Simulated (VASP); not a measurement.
# In (Im-3m) in VASP: notebook, part 2 of 2

VASP 6.6.1. Earlier steps stand in the parts before.

### Step 4. Single point, PBE

This run uses another cell than the first one, of 26.69 Å³/atom, 1.007 times its volume.

INCAR

```
SYSTEM = In
PREC = Accurate
ENCUT = 520
EDIFF = 1E-6
ISMEAR = 0
SIGMA = 0.027000000000000003
LREAL = .FALSE.
LASPH = .TRUE.
NELM = 80
ALGO = Normal
ISIF = 2
LWAVE = .FALSE.
LCHARG = .TRUE.
GGA = PE
LELF = .TRUE.
LVHAR = .TRUE.
NBANDS = 12
```

KPOINTS

```
regular mesh
0
G
  10 10 10
  0 0 0
```

POSCAR

```
In
1.0
   -1.8825252400      1.8825252400      1.8825252400
    1.8825252400     -1.8825252400      1.8825252400
    1.8825252400      1.8825252400     -1.8825252400
In
1
Direct
    0.0000000000      0.0000000000      0.0000000000
```

Potentials or basis: VASP PAW PBE potentials, release 64 (In_d).

Run with:

```
$ cat potpaw_PBE.64/In_d/POTCAR > POTCAR
$ mpirun -np 1 vasp_std > vasp.out
```

OUTCAR:

```text
SYSTEM = In
   PREC = Accurate
   ENCUT = 520
   EDIFF = 1E-6
   ISMEAR = 0
   LREAL = .FALSE.
   LASPH = .TRUE.
   NELM = 80
   ISIF = 2
   GGA = PE

 ion  position               nearest neighbor table
   1  0.000  0.000  0.000-

  LATTYP: Found a body centered cubic cell.
 ALAT       =     3.7650504800

  Lattice vectors:

 A1 = (  -1.8825252400,   1.8825252400,   1.8825252400)
 A2 = (   1.8825252400,  -1.8825252400,   1.8825252400)
 A3 = (   1.8825252400,   1.8825252400,  -1.8825252400)

Analysis of symmetry for initial positions (statically):
=====================================================================
 Subroutine PRICEL returns:
 Original cell was already a primitive cell.

 Routine SETGRP: Setting up the symmetry group for a
 body centered cubic supercell.

 Subroutine GETGRP returns: Found 48 space group operations
 (whereof 48 operations were pure point group operations)
 out of a pool of 48 trial point group operations.

The static configuration has the point symmetry O_h .

Analysis of symmetry for dynamics (positions and initial velocities):
=====================================================================
 Subroutine PRICEL returns:
 Original cell was already a primitive cell.

 Routine SETGRP: Setting up the symmetry group for a
 body centered cubic supercell.

 Subroutine GETGRP returns: Found 48 space group operations
 (whereof 48 operations were pure point group operations)
 out of a pool of 48 trial point group operations.

The dynamic configuration has the point symmetry O_h .

 Subroutine INISYM returns: Found 48 space group operations
 (whereof 48 operations are pure point group operations),
 and found     1 'primitive' translations

----------------------------------------------------------------------------------------

                                     Primitive cell

  volume of cell :      26.6859
[... 107 lines left out ...]
     AMIX_MAG =   1.60;   BMIX_MAG =  1.00
  volume/ion in A,a.u.               =      26.69       180.09
  Fermi-wavevector in a.u.,A,eV,Ry     =   1.288136  2.434225 22.576080  1.659295
  Thomas-Fermi vector in A             =   2.420108
   LORBIT       =      0    0 simple, 1 ext, 2 COOP (PROOUT), +10 PAW based schemes
   GGA     = PE    functional components
   LHFCALC =     F    Hartree Fock is set to
   AEXX    =    0.0000 exact exchange contribution
   IVDW    =     0    specifies the selected vdW correction
   LEPSILON=     F    determine dielectric tensor
   LRPA    =     F    only Hartree local field effects (RPA)
 non-spin polarized calculation
 Gauss-broadening in eV      SIGMA  =   0.03
  energy-cutoff  :      520.00
  volume of cell :       26.69
 maximum number of plane-waves:       736
   NGX = 13   NGY = 13   NGZ = 13

 number of electron      13.0000005 magnetization

 Free energy of the ion-electron system (eV)
  ---------------------------------------------------
  ext. energy  EPLUGINS =         0.00000000
  ---------------------------------------------------
  free energy    TOTEN  =        -2.54787728 eV

  energy without entropy =       -2.54683539  energy(sigma->0) =       -2.54735633

 E-fermi :   7.2571     XC(G=0): -10.1611

 val. band max:        7.2318992952   @ k =   0.2000   0.2000   0.2000
 cond. band min:       7.2634271838   @ k =   0.3000   0.3000   0.0000
 fundamental gap:      0.0315278886
 Fermi energy:         7.2571107305

 k-point     1 :       0.0000    0.0000    0.0000
  band No.  band energies     occupation
      1      -7.3596      2.00000
      2      -7.3596      2.00000
      3      -7.3596      2.00000
      4      -7.0956      2.00000
      5      -7.0956      2.00000
      6      -2.1024      2.00000
      7      18.2022      0.00000
      8      18.2022      0.00000
      9      18.2022      0.00000
     10      20.2487      0.00000
     11      20.2487      0.00000
     12      20.2487      0.00000
[... 331 lines left out ...]
 k-point    24 :      -0.3000    0.3000    0.1000
  band No.  band energies     occupation
      1      -7.3870      2.00000
      2      -7.3248      2.00000
      3      -7.1640      2.00000
      4      -7.1098      2.00000
      5      -7.0898      2.00000
      6       0.2190      2.00000
      7       9.5515      0.00000
      8      13.3812      0.00000
      9      14.5217      0.00000
     10      18.1579      0.00000
     11      19.0920      0.00000
     12      19.9338      0.00000

 [... further k-points ...]
[... 5 lines left out ...]
  --------------------------------------------------------------------------------------
  -------------------------------------------------------------------------------------
  Total        0.2488053      0.2488053      0.2488053      0.0000000     -0.0000000     -0.0000000
  in kB       14.9378411     14.9378411     14.9378411      0.0000000     -0.0000000     -0.0000000
  external PRESSURE =      14.9378411 kB  Pullay stress =       0.0000000 kB

 VOLUME and BASIS-vectors are now :
 -----------------------------------------------------------------------------
  energy-cutoff  :      520.00
  volume of cell :       26.69
      direct lattice vectors                 reciprocal lattice vectors
    -1.882525240  1.882525240  1.882525240     0.000000000  0.265600689  0.265600689
     1.882525240 -1.882525240  1.882525240     0.265600689  0.000000000  0.265600689
     1.882525240  1.882525240 -1.882525240     0.265600689  0.265600689  0.000000000

 POSITION                                       TOTAL-FORCE (eV/Angst)
 -----------------------------------------------------------------------------------
      0.00000      0.00000      0.00000        -0.000000     -0.000000      0.000000
 -----------------------------------------------------------------------------------
    total drift:                                0.000000      0.000000     -0.000000

  FREE ENERGIE OF THE ION-ELECTRON SYSTEM (eV)
  ---------------------------------------------------
  free  energy   TOTEN  =        -2.5478772775 eV

  energy  without entropy=       -2.5468353865  energy(sigma->0) =       -2.54735633
```

stdout:

```text
POSCAR found type information on POSCAR In
 POSCAR found :  1 types and       1 ions
 scaLAPACK will be used
 LDA part: xc-table for (Slater+PW92), standard interpolation
 POSCAR, INCAR and KPOINTS ok, starting setup
 FFT: planning ... GRIDC
 FFT: planning ... GRID_SOFT
 FFT: planning ... GRID
 WAVECAR not read
 entering main loop
```

It took 4.1 s on 1 thread of Intel Xeon 6975P-C (Granite Rapids), shared host; peak memory 0.14 GiB.

Results:

```yaml
Free_energy: -2.5479 eV
Pressure: 1.5 GPa
```

Levels at points of the mesh, in eV from the Fermi level:
| k point | band 3 | band 4 | band 5 | band 6 | band 7 | band 8 | band 9 | band 10 |
| --- | --- | --- | --- | --- | --- | --- | --- | --- |
| (0.00, 0.00, 0.00) | -14.62 | -14.35 | -14.35 | -9.36 | 10.95 | 10.95 | 10.95 | 12.99 |
| (0.50, 0.00, 0.00) | -14.37 | -14.36 | -14.19 | -3.87 | -3.06 | 5.88 | 7.31 | 10.05 |
| (0.50, 0.50, 0.50) | -14.23 | -14.23 | -14.23 | 0.94 | 1.31 | 1.31 | 1.31 | 5.29 |

Caveat: spin-orbit coupling is left out, which moves the levels of the heavy elements.

### Step 5. Single point, PBE

This run uses another cell than the first one, of 26.69 Å³/atom, 1.007 times its volume.

INCAR

```
PREC = Accurate
ENCUT = 520
EDIFF = 1E-7
ISMEAR = 0
SIGMA = 0.028000000000000004
LREAL = F
LASPH = T
NELM = 60
ALGO = Fast
ISIF = 2
LWAVE = F
LCHARG = F
GGA = PE
NBANDS = 12
```

KPOINTS

```
Automatic mesh
0
Gamma
  10 10 10
```

POSCAR is that of step 4.

Run with:

```
$ cat potpaw_PBE.64/In_d/POTCAR > POTCAR
$ mpirun -np 1 vasp_std > vasp.out
```

Run time: 8.3 s. Hardware: 1 thread of Intel Xeon 6975P-C (Granite Rapids), shared host; peak memory 0.14 GiB.

The run converged. Its results:

```
Free energy : -2.5479 eV
Pressure    : 1.5 GPa
```

Levels at points of the mesh, in eV from the Fermi level:
```csv
k point,band 4,band 5,band 6,band 7,band 8,band 9
"(0.00, 0.00, 0.00)",-14.35,-14.35,-9.36,10.95,10.95,10.95
"(0.50, 0.00, 0.00)",-14.35,-14.19,-3.87,-3.06,5.88,7.31
"(0.50, 0.50, 0.50)",-14.23,-14.23,0.94,1.31,1.31,1.31
```

Caveat: spin-orbit coupling is left out, which moves the levels of the heavy elements.

### Step 6. Overview

| level | cell | smearing | gap on the mesh (eV) | pressure (GPa) |
| --- | --- | --- | --- | --- |
| revPBE+D4 | a = 3.253 Å, angles 109.5°, 1 atom | fermi-dirac 0.05 eV | none | 0.1 |
| BLYP+D3(BJ) | a = 3.281 Å, angles 109.5°, 1 atom | fermi-dirac 0.05 eV | none | 0.0 |
| PBE | a = 3.261 Å, angles 109.5°, 1 atom | gaussian 0.027 eV | none | 1.5 |
| PBE | a = 3.261 Å, angles 109.5°, 1 atom | gaussian 0.028 eV | none | 1.5 |

Alike in all rows: task single point; potentials or basis VASP PAW PBE potentials, release 64 (In_d); no spin polarisation; k mesh 10 × 10 × 10; cutoff (eV) 520.

Caveats: spin-orbit coupling is left out, which moves the levels of the heavy elements; the PAW data sets were made with another functional, which shifts forces and pressure a little (some runs); pairwise dispersion overbinds metals, which lowers pressure and volume (some runs).

Total energies depend on the potentials used, so only differences within one code and one set of settings carry meaning.
